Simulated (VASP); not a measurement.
A run of VASP 6.6.1 is set up as follows.

Contents of INCAR:

```
SYSTEM = CaO
ALGO     = Normal         ! electronic algorithm
EDIFF    = 1E-6           ! SCF threshold, eV
ENCUT    = 520            ! plane-wave cutoff, eV
GGA      = PE             ! functional
ISIF     = 2              ! what is computed and relaxed
ISMEAR   = -1             ! smearing method
LASPH    = .TRUE.         ! aspherical terms in the spheres
LCHARG   = .TRUE.         ! write CHGCAR
LELF     = .TRUE.         ! ELF
LREAL    = Auto         
LVHAR    = .TRUE.       
LWAVE    = .FALSE.        ! write WAVECAR
NBANDS   = 114            ! bands
NELM     = 100            ! most SCF steps
PREC     = Accurate       ! precision mode
SIGMA    = 0.086          ! smearing width, eV
```

Contents of KPOINTS:

```
k-points
0
G
  2 2 2
  0 0 0
```

The input POSCAR:

```
CaO
1.0
    5.8064179366      0.0000000000      0.0000000000
    0.0000000000      5.8064179366      0.0000000000
    0.0000000000      0.0000000000      8.7096269049
Ca O
12 12
Direct
    0.0292734698     -0.0079835796      0.0082974852
    0.0167967585      0.0180848160      0.3300333104
    0.0046915328     -0.0233009407      0.6566313417
   -0.0431167723      0.4417928623      0.0218428415
    0.0048393003      0.5305536104      0.3670818549
    0.0080789913      0.5002399124      0.6829091607
    0.5238296714     -0.0177033416      0.0092258831
    0.5327398120      0.0087232784      0.3352105701
    0.4949302705      0.0016908876      0.6646708364
    0.4680238367      0.5155982626      0.0004560471
    0.5040333011      0.5223549240      0.3342249940
    0.4849420126      0.4862538368      0.6804813874
    0.2188397415      0.2838948243      0.1631084793
    0.2813996543      0.3171850563      0.5033687491
    0.2835755225      0.2186244624      0.8319246139
    0.2448943592      0.7778778671      0.1736433738
    0.2311948631      0.7916779416      0.4951647237
    0.2506068312      0.6894863656      0.8400806464
    0.7112459084      0.2349102347      0.1424077074
    0.7786580383      0.2829708467      0.4573713712
    0.8008980839      0.2455820466      0.7921940946
    0.7394095718      0.7707071811      0.1794952892
    0.7442001329      0.7970580228      0.5067996653
    0.7393107156      0.7426189515      0.8414077985
```

Potentials or basis: VASP PAW PBE potentials, release 64 (Ca_sv, O).

The run is started by

```console
$ cat potpaw_PBE.64/Ca_sv/POTCAR potpaw_PBE.64/O/POTCAR > POTCAR
$ mpirun -np 1 vasp_std > vasp.out
```

(1) What does it give for the largest force?

(2) Estimate the band gap on the k mesh.

(3) What does it give for the pressure?

## Answers

(1) 2.563 eV/Å.

(2) 3.48 eV (least direct gap 3.52 eV).

(3) 11.7 GPa.

Caveat: the k points lie up to 0.54 Å⁻¹ apart; the atoms stand as in a frame of molecular dynamics; the structure was generated, so it needn't be the stable form of CaO; forces of over 1 eV/Å act on the atoms, so gaps and moduli don't describe the material at rest.
